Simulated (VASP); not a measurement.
# Y2CdO4 (P3m1) in VASP: further runs

The runs below take Y2CdO4 through single point, with PBE.

All numbers are computed with VASP 6.6.1; they aren't measurements. Logs are shortened: lines on timing, memory, paths and dates and some standing lists are left out, and cuts for length are marked.

**1. The cell of the first run**

The structure is trigonal, space group P3m1 (No. 156). Conventional cell: a = 3.675 Å, b = 3.675 Å, c = 9.593 Å, α = 90.00°, β = 90.00°, γ = 120.00°. Within 3.1 Å of Y (site symmetry 3m) lie 6 O at 2.34 to 2.38 Å. Within 2.8 Å of Y (site symmetry 3m) lie 5 O at 2.12 to 2.30 Å. Cd (site symmetry 3m) has 5 O at 2.23 to 2.97 Å within 3.0 Å. Within 3.1 Å of O (site symmetry 3m) lie 3 Cd at 2.24 Å and 1 Y at 2.30 Å and 3 O at 3.10 Å. Within 3.0 Å of O (site symmetry 3m) lie 4 Y at 2.29 to 2.38 Å and 3 O at 2.96 Å. Within 3.0 Å of O (site symmetry 3m) lie 1 Cd at 2.23 Å and 3 Y at 2.34 Å and 3 O at 2.96 Å. O (site symmetry 3m) has 3 Y at 2.12 Å within 2.8 Å.

The cell was built from a structure type or drawn by symmetry, and may not be a known phase.

**2. Single point, PBE**

INCAR reads:

```
  PREC = Accurate
  ENCUT = 520
  EDIFF = 1E-6
  ISMEAR = 0
  SIGMA = 0.02
  LREAL = False
  LASPH = True
  NELM = 80
  ALGO = Normal
  ISIF = 2
  LWAVE = False
  LCHARG = False
  GGA = PE
  NBANDS = 38
```

KPOINTS reads:

```
Automatic mesh
0
Gamma
  12 12 4
```

POSCAR reads:

```
Y2CdO4
1.0
    3.6748637407      0.0000000000      0.0000000000
   -1.8374318704      3.1825253549      0.0000000000
    0.0000000000      0.0000000000      9.5927236574
Y Cd O
2 1 4
Direct
    0.6666666667      0.3333333333      0.3770085964
    0.3333333333      0.6666666667      0.0263159984
    0.0000000000      0.0000000000      0.7120350685
    0.3333333333      0.6666666667      0.7865910003
    0.3333333333      0.6666666667      0.2647683064
    0.0000000000      0.0000000000      0.4792819139
    0.0000000000      0.0000000000      0.0219991762
```

Potentials or basis: VASP PAW PBE potentials, release 64 (Y_sv, Cd, O).

On the command line:

```sh
cat potpaw_PBE.64/Y_sv/POTCAR potpaw_PBE.64/Cd/POTCAR potpaw_PBE.64/O/POTCAR > POTCAR
mpirun -np 1 vasp_std > vasp.out
```

OUTCAR:

```text
PREC = Accurate
   ENCUT = 520
   EDIFF = 1E-6
   ISMEAR = 0
   LREAL = False
   LASPH = True
   NELM = 80
   ISIF = 2
   GGA = PE

 ion  position               nearest neighbor table
   1  0.667  0.333  0.377-   6 2.34   6 2.34   6 2.34   5 2.38   5 2.38   5 2.38   3 3.85   3 3.85
                             3 3.85   2 3.98   2 3.98   2 3.98
   2  0.333  0.667  0.026-   7 2.12   7 2.12   7 2.12   5 2.29   4 2.30   3 3.69   3 3.69   3 3.69
                             1 3.98   1 3.98   1 3.98
   3  0.000  0.000  0.712-   6 2.23   4 2.24   4 2.24   4 2.24   2 3.69   2 3.69   2 3.69   1 3.85
                             1 3.85   1 3.85
   4  0.333  0.667  0.787-   3 2.24   3 2.24   3 2.24   2 2.30
   5  0.333  0.667  0.265-   2 2.29   1 2.38   1 2.38   1 2.38
   6  0.000  0.000  0.479-   3 2.23   1 2.34   1 2.34   1 2.34
   7  0.000  0.000  0.022-   2 2.12   2 2.12   2 2.12

  LATTYP: Found a hexagonal cell.
 ALAT       =     3.6748637407
 C/A-ratio  =     2.6103617261

  Lattice vectors:

 A1 = (   3.6748637407,   0.0000000000,   0.0000000000)
 A2 = (  -1.8374318704,   3.1825253549,   0.0000000000)
 A3 = (   0.0000000000,   0.0000000000,   9.5927236574)

Analysis of symmetry for initial positions (statically):
=====================================================================
 Subroutine PRICEL returns:
 Original cell was already a primitive cell.

 Routine SETGRP: Setting up the symmetry group for a
 hexagonal supercell.

 Subroutine GETGRP returns: Found  6 space group operations
 (whereof  6 operations were pure point group operations)
 out of a pool of 24 trial point group operations.

The static configuration has the point symmetry C_3v.

Analysis of symmetry for dynamics (positions and initial velocities):
=====================================================================
 Subroutine PRICEL returns:
 Original cell was already a primitive cell.

 Routine SETGRP: Setting up the symmetry group for a
 hexagonal supercell.

 Subroutine GETGRP returns: Found  6 space group operations
 (whereof  6 operations were pure point group operations)
 out of a pool of 24 trial point group operations.

The dynamic configuration has the point symmetry C_3v.

 Subroutine INISYM returns: Found  6 space group operations
 (whereof  6 operations are pure point group operations),
 and found     1 'primitive' translations

----------------------------------------------------------------------------------------
[... 107 lines left out ...]
   IBRION =     -1    ionic relax: 0-MD 1-quasi-New 2-CG
   NFREE  =      0    steps in history (QN), initial steepest desc. (CG)
   ISIF   =      2    stress and relaxation
   ISYM   =      2    0-nonsym 1-usesym 2-fastsym
   POTIM  = 0.5000    time-step for ionic-motion
   TEBEG  =    0.0;   TEEND  =   0.0 temperature during run
   PSTRESS=    0.0 pullay stress
   NELECT =      58.0000    total number of electrons
   NUPDOWN=      -1.0000    fix difference up-down
   EMIN   =  10.00;   EMAX   =-10.00  energy-range for DOS
   EFERMI =   0.00;   METHOD = LEGACY
   ISMEAR =     0;   SIGMA  =   0.02  broadening in eV -4-tet -1-fermi 0-gaus
   EFERMI_NEDOS =   21; number of points for ismear=-14 and -15
   IALGO  =     38    algorithm
   IMIX   =      4    mixing-type and parameters
     AMIX     =   0.40;   BMIX     =  1.00
     AMIX_MAG =   1.60;   BMIX_MAG =  1.00
  volume/ion in A,a.u.               =      16.03       108.16
  Fermi-wavevector in a.u.,A,eV,Ry     =   1.313911  2.482931 23.488568  1.726361
  Thomas-Fermi vector in A             =   2.444200
   LORBIT       =      0    0 simple, 1 ext, 2 COOP (PROOUT), +10 PAW based schemes
   GGA     = PE    functional components
   LHFCALC =     F    Hartree Fock is set to
   AEXX    =    0.0000 exact exchange contribution
   IVDW    =     0    specifies the selected vdW correction
   LEPSILON=     F    determine dielectric tensor
   LRPA    =     F    only Hartree local field effects (RPA)
 non-spin polarized calculation
 Gauss-broadening in eV      SIGMA  =   0.02
  energy-cutoff  :      520.00
  volume of cell :      112.19
 maximum number of plane-waves:      3050
   NGX = 13   NGY = 13   NGZ = 35

 number of electron      57.9999983 magnetization

 Free energy of the ion-electron system (eV)
  ---------------------------------------------------
  ext. energy  EPLUGINS =         0.00000000
  ---------------------------------------------------
  free energy    TOTEN  =       -52.63992939 eV

  energy without entropy =      -52.63992939  energy(sigma->0) =      -52.63992939

 E-fermi :   1.3468     XC(G=0):  -9.9959

 val. band max:        1.1431822455   @ k =   0.0000   0.0000   0.0000
 cond. band min:       3.0847342802   @ k =   0.0000   0.0000   0.0000
 fundamental gap:      1.9415520346
 Fermi energy:         1.3468085097

 k-point     1 :       0.0000    0.0000    0.0000
  band No.  band energies     occupation
      1     -39.1959      2.00000
      2     -38.7167      2.00000
      3     -19.5806      2.00000
      4     -18.9472      2.00000
      5     -18.9472      2.00000
      6     -18.9265      2.00000
[... 973 lines left out ...]
     37       8.4212      0.00000
     38       9.1426      0.00000

 [... further k-points ...]

------------------------ aborting loop because EDIFF is reached ----------------------------------------

  FORCE on cell =-STRESS in cart. coord.  units (eV):
  Direction    XX          YY          ZZ          XY          YZ          ZX
  --------------------------------------------------------------------------------------
  -------------------------------------------------------------------------------------
  Total        0.1861863      0.1861863      0.1756311     -0.0000000      0.0000000      0.0000000
  in kB        2.6589072      2.6589072      2.5081694     -0.0000000      0.0000000      0.0000000
  external PRESSURE =       2.6086612 kB  Pullay stress =       0.0000000 kB

 VOLUME and BASIS-vectors are now :
 -----------------------------------------------------------------------------
  energy-cutoff  :      520.00
  volume of cell :      112.19
      direct lattice vectors                 reciprocal lattice vectors
     3.674863741  0.000000000  0.000000000     0.272118933  0.157107939  0.000000000
    -1.837431870  3.182525355  0.000000000     0.000000000  0.314215878  0.000000000
     0.000000000  0.000000000  9.592723657     0.000000000  0.000000000  0.104245680

 POSITION                                       TOTAL-FORCE (eV/Angst)
 -----------------------------------------------------------------------------------
      1.83743      1.06084      3.61654         0.000000     -0.000000     -0.001192
     -0.00000      2.12168      0.25244         0.000000     -0.000000      0.005375
      0.00000      0.00000      6.83036        -0.000000      0.000000      0.000746
     -0.00000      2.12168      7.54555         0.000000     -0.000000      0.069168
     -0.00000      2.12168      2.53985        -0.000000      0.000000     -0.012198
      0.00000      0.00000      4.59762         0.000000     -0.000000     -0.069173
      0.00000      0.00000      0.21103         0.000000     -0.000000      0.007275
 -----------------------------------------------------------------------------------
    total drift:                                0.000000     -0.000000      0.001226

  FREE ENERGIE OF THE ION-ELECTRON SYSTEM (eV)
  ---------------------------------------------------
  free  energy   TOTEN  =       -52.6399293878 eV

  energy  without entropy=      -52.6399293878  energy(sigma->0) =      -52.63992939
```

It took 4.7 min on 1 thread of Intel Xeon Platinum 8259CL at 2.50GHz (Skylake/Cascade Lake), shared host; peak memory 0.42 GiB.

Results:

| Property | Result |
| --- | --- |
| Free energy | -52.6399 eV |
| Pressure | 0.3 GPa |
| Largest force | 0.069 eV/Å |
| Band gap on the k mesh | 1.94 eV |

Forces on the atoms (eV/Å):
```
Y    0.000  0.000 -0.001
Y    0.000  0.000  0.005
Cd   0.000  0.000  0.001
O    0.000  0.000  0.069
O    0.000  0.000 -0.012
O    0.000  0.000 -0.069
O    0.000  0.000  0.007
```

Levels at points of the mesh, in eV from the valence-band top:
| k point | band 26 | band 27 | band 28 | band 29 | band 30 | band 31 | band 32 | band 33 |
| --- | --- | --- | --- | --- | --- | --- | --- | --- |
| (0.00, 0.00, 0.00) | -0.50 | -0.08 | 0.00 | 0.00 | 1.94 | 4.20 | 5.18 | 5.63 |
| (0.50, 0.00, 0.00) | -0.99 | -0.77 | -0.72 | -0.46 | 4.01 | 4.88 | 5.42 | 5.53 |
| (0.00, 0.00, 0.50) | -0.45 | -0.45 | -0.05 | -0.05 | 2.32 | 3.61 | 5.64 | 5.64 |
| (0.50, 0.00, 0.50) | -1.13 | -0.80 | -0.64 | -0.36 | 4.06 | 4.62 | 5.46 | 5.47 |

A k mesh can miss the band edges.

(Continued in part 2 of 2.)
